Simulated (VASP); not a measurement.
The system is C.

```
C
1.0
     2.50517    0.00000    0.00000
    -1.25259    2.16954    0.00000
     0.00000    0.00000   12.27277
C
12
Direct
  0.66667 0.33333 0.35417
  0.33333 0.66667 0.85417
  0.66667 0.33333 0.14583
  0.33333 0.66667 0.64583
  0.66667 0.33333 0.47917
  0.33333 0.66667 0.97917
  0.66667 0.33333 0.02083
  0.33333 0.66667 0.52083
  0.00000 0.00000 0.81250
  0.00000 0.00000 0.31250
  0.00000 0.00000 0.68750
  0.00000 0.00000 0.18750
```

Base run:

| Item | Value |
| --- | --- |
| Program | VASP 6.6.1 |
| Functional | PBE |
| Potentials or basis | VASP PAW PBE potentials, release 64 (C) |
| Cutoff | 520 eV |
| k mesh | 12 × 12 × 3 |
| Occupations | fermi-dirac, width 0.05 eV |
| Spin | no spin polarisation |

Its results: band gap on the k mesh 4.43 eV (least direct gap 5.35 eV); pressure 12.1 GPa; largest force 0.344 eV/Å.

**Question.** The run is repeated on the same cell with these changes: functional from PBE to LDA; potentials or basis from VASP PAW PBE potentials, release 64 (C) to VASP PAW LDA potentials, release 64 (C). What comes out?

**Answer.** Band gap on the k mesh 4.41 eV (least direct gap 5.30 eV); pressure -2.4 GPa; largest force 0.351 eV/Å.

Caveats: an odd mesh through Γ misses points on the zone boundary, where band edges can lie; the cell stands under pressure (at least some runs).
